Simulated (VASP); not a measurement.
Se:

```
Se
1.0
     4.36620    0.00000    0.00000
    -2.18310    3.78124    0.00000
     0.00000    0.00000    4.95360
Se
3
Direct
  0.77460 0.77460 0.00000
  0.00000 0.22540 0.66667
  0.22540 0.00000 0.33333
```

| Item | Value |
| --- | --- |
| Program | VASP 6.6.1 |
| Task | relaxation of cell and atoms |
| Functional | BLYP |
| Dispersion | D4 |
| Potentials or basis | VASP PAW PBE potentials, release 64 (Se) |
| Cutoff | 600 eV |
| k mesh | 7 × 7 × 6 |
| Occupations | fermi-dirac, width 0.05 eV |
| Spin | no spin polarisation |

At the start: pressure 2.1 GPa; volume 27.26 Å³/atom.

Question: How do energy, volume and symmetry change on relaxing?

Answer: Over 15 steps the energy falls by 38.9 meV/atom and the volume is 25.23 Å³/atom (-7.4 %); space group P3_121 (No. 152, to 0.1 Å) before and after.

Step by step:
| step | energy change (eV) | largest force (eV/Å) | pressure (GPa) | volume (Å³) |
| --- | --- | --- | --- | --- |
| 1 | 0.0000 | 0.7778 | 2.12 | 81.78 |
| 2 | -0.0256 | 0.2326 | -2.86 | 86.10 |
| 3 | -0.0479 | 0.1360 | -1.00 | 84.27 |
| 4 | -0.0660 | 0.1316 | -0.85 | 82.81 |
| 5 | -0.1046 | 0.1334 | -0.06 | 78.48 |
| 6 | -0.0676 | 0.1706 | 3.35 | 70.05 |
| 7 | -0.1117 | 0.1714 | 0.73 | 76.08 |
| 8 | -0.1098 | 0.1585 | -1.20 | 76.57 |
| 9 | -0.1162 | 0.0118 | -0.17 | 76.30 |
| 10 | -0.1162 | 0.0089 | -0.19 | 76.31 |
| 11 | -0.1166 | 0.0017 | -0.09 | 75.89 |
| 12 | -0.1166 | 0.0068 | -0.04 | 75.68 |
| 13 | -0.1166 | 0.0053 | -0.05 | 75.74 |
| 14 | -0.1166 | 0.0137 | 0.08 | 75.66 |
| 15 | -0.1166 | 0.0034 | 0.01 | 75.70 |

Final structure:
```yaml
crystal:
  lattice:
    - [4.10888, 0.00000, 0.00000]
    - [-2.05444, 3.55840, 0.00000]
    - [0.00000, 0.00000, 5.17754]
  atoms:
    - { symbol: Se, position: [0.75249, 0.75249, 0.00000] }
    - { symbol: Se, position: [0.00000, 0.24751, 0.66667] }
    - { symbol: Se, position: [0.24751, 0.00000, 0.33333] }
```

Caveat: the PAW data sets were made with another functional, which shifts forces and pressure a little.
